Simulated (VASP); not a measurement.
Here is a VASP 6.6.1 calculation.

Contents of INCAR:

```
SYSTEM = Rh
ALGO = Normal ; EDIFF = 1E-6
ENCUT = 520 ; ISIF = 2
ISMEAR = 0 ; LASPH = .True.
LCHARG = .False. ; LREAL = .False.
LWAVE = .False. ; NBANDS = 14
NELM = 80 ; PREC = Accurate
SIGMA = 0.05
```

File KPOINTS:

```
k-points
0
Gamma
  10 10 10
  0 0 0
```

File POSCAR:

```
Rh
1.0
    0.0000000000      1.8767324928      1.8767324928
    1.8767324928      0.0000000000      1.8767324928
    1.8767324928      1.8767324928      0.0000000000
Rh
1
Direct
    0.0000000000      0.0000000000      0.0000000000
```

Potentials or basis: VASP PAW LDA potentials, release 64 (Rh_pv).

Launch:

```sh
$ cat potpaw_LDA.64/Rh_pv/POTCAR > POTCAR
$ mpirun -np 1 vasp_std > vasp.out
```

(1) What does it give for the pressure?

Answers

(1) 0.9 GPa.
